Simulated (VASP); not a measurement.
Set up this calculation in VASP 6.6.1, as the native input.

* Task: single point
* Functional: PBE
* Potentials or basis: VASP PAW PBE potentials, release 64 (V_sv)
* Cutoff: 520 eV
* k mesh: 20 × 20 × 20
* Occupations: gaussian, width 0.1 eV
* Spin: no spin polarisation
* Dipole correction: no
* Further INCAR settings: ALGO = Normal; EDIFF = 1e-06; NBANDS = 12

The structure of V lies in POSCAR:

```
V
1.0
   -1.4360945678      1.4360945678      1.4360945678
    1.4360945678     -1.4360945678      1.4360945678
    1.4360945678      1.4360945678     -1.4360945678
V
1
Direct
    0.0000000000      0.0000000000      0.0000000000
```

These files were run (other wordings do the same):

INCAR

```
SYSTEM = V
PREC = Accurate
ENCUT = 520
EDIFF = 1E-6
ISMEAR = 0
SIGMA = 0.1
LREAL = .False.
LASPH = .True.
NELM = 60
ALGO = Normal
ISIF = 2
LWAVE = .False.
LCHARG = .False.
GGA = PE
NBANDS = 12
```

KPOINTS

```
Automatic mesh
0
Gamma
  20 20 20
  0 0 0
```

Potentials or basis: VASP PAW PBE potentials, release 64 (V_sv).

Run with:

```sh
$ cat potpaw_PBE.64/V_sv/POTCAR > POTCAR
$ mpirun -np 1 vasp_std > vasp.out
```

Results of the run:

```json
{
  "Pressure": "30.0 GPa",
  "Band gap on the k mesh": "zero (an odd number of electrons rules out a gap without spin polarisation)"
}
```

Caveat: the cell stands under pressure.

It took 20 s on 1 thread of Intel Xeon 8259CL, with other jobs on the host, peak memory 0.14 GiB.
